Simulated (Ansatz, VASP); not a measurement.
# Nb: VASP beside Ansatz

Contents of INCAR:

```
ALGO = Fast ; EDIFF = 1E-7
ENCUT = 520 ; GGA = PS
ISIF = 2 ; ISMEAR = 0
LASPH = T ; LCHARG = F
LREAL = F ; LWAVE = F
NBANDS = 12 ; NELM = 60
PREC = Accurate ; SIGMA = 0.15
```

Contents of KPOINTS:

```
k-points
0
Gamma
  20 20 20
```

The input POSCAR:

```
Nb
1.0
   -1.6639500000      1.6639500000      1.5807525000
    1.6639500000     -1.6639500000      1.5807525000
    1.6639500000      1.6639500000     -1.5807525000
Nb
1
Direct
    0.0000000000      0.0000000000      0.0000000000
```

Input for Ansatz:

```yaml
crystal:
  lattice:
    - [-1.66395, 1.66395, 1.5807525]
    - [1.66395, -1.66395, 1.5807525]
    - [1.66395, 1.66395, -1.5807525]
  atoms:
    - { symbol: Nb, position: [0.0, 0.0, 0.0] }
basis:
  ecutwfc: 420
kpoints:
  mp_grid: { grid: [20, 20, 20] }
hamiltonian:
  xc: pbesol
scf:
  occupations: { method: gaussian, width: 0.15 }
output:
  forces: true
  stress: true
  eigenvalues: true
```

Change from the starting cell: strain -0.0500 x Voigt [0, 0, 1, 0, 0, 0], atoms carried along.

Alike in both runs: task single point; functional PBEsol; k mesh 20 × 20 × 20; occupations gaussian, width 0.15 eV; no spin polarisation.

```csv
,VASP,Ansatz
version,VASP 6.6.1,Ansatz 0.2.0
potentials or method,"VASP PAW PBE potentials, release 64 (Nb_sv), cutoff 520 eV","scalar-relativistic, plane waves, PAW"
valence electrons in the cell,13,13
```

|  | VASP | Ansatz | Ansatz less VASP |
| --- | --- | --- | --- |
| gap on the k mesh at the Fermi level (eV) | none | none | - |
| pressure (GPa) | -0.1 | 0.2 | +0.29 |
| traceless stress, the component that is largest in VASP (GPa) | 3.51 | 3.52 | +0.012 |

VASP's potentials were made for PBE, not for PBEsol. A gap of «none» marks a metal or a gap that the smearing closes. With one functional, cell and mesh, what is left measures potentials, basis and numerics.
